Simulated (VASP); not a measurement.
**BAs: single point with r2SCAN**

Crystal: BAs.

```
B As
1.0
     0.00000    2.19742    2.48404
     2.19742    0.00000    2.48404
     2.19742    2.19742    0.00000
B As
1 1
Direct
  0.00000 0.00000 0.00000
  0.75000 0.75000 0.75000
```

This cell differs from its parent crystal: strain -0.080 along x and y, +0.040 along z.

| Quantity | Value |
| --- | --- |
| Program | VASP 6.6.1 |
| Task | single point |
| Functional | r2SCAN |
| Potentials or basis | VASP PAW PBE potentials, release 64 (B, As) |
| Cutoff | 520 eV |
| k mesh | 10 × 10 × 10 |
| Occupations | gaussian, width 0.05 eV |
| Spin | no spin polarisation |
| Dipole correction | no |
| Further INCAR settings | ALGO = Normal; EDIFF = 1e-06; NBANDS = 11 |

```yaml
Pressure: 24.6 GPa
Band_gap_on_the_k_mesh: 0.17 eV, indirect (least direct gap 2.91 eV)
```

Stress tensor (GPa, compression positive):
```
36.82  0.00  0.00
 0.00 36.82  0.00
 0.00  0.00  0.29
```

Levels at points of the mesh, in eV from the valence-band top:
```csv
k point,band 1,band 2,band 3,band 4,band 5,band 6,band 7,band 8,band 9
"(0.00, 0.00, 0.00)",-17.96,-1.57,0.00,0.00,2.91,2.91,3.75,6.08,10.68
"(0.50, 0.00, 0.00)",-14.39,-10.77,-3.60,-1.74,2.03,5.34,5.38,9.52,13.65
"(0.50, 0.50, 0.00)",-13.62,-11.09,-4.44,-4.44,2.00,2.38,12.82,12.82,13.48
"(0.50, 0.00, 0.50)",-12.31,-9.96,-5.92,-5.65,0.46,0.48,11.16,13.20,14.18
```

It took 46 s on 1 thread of Intel(R) Xeon(R) 6975P-C (Granite Rapids), with other jobs on the host, peak memory 0.17 GiB.

Caveat: the cell differs from its parent crystal (strain -0.080 along x and y, +0.040 along z); the PAW data sets were made with another functional, which shifts forces and pressure a little. A k mesh can miss the band edges.
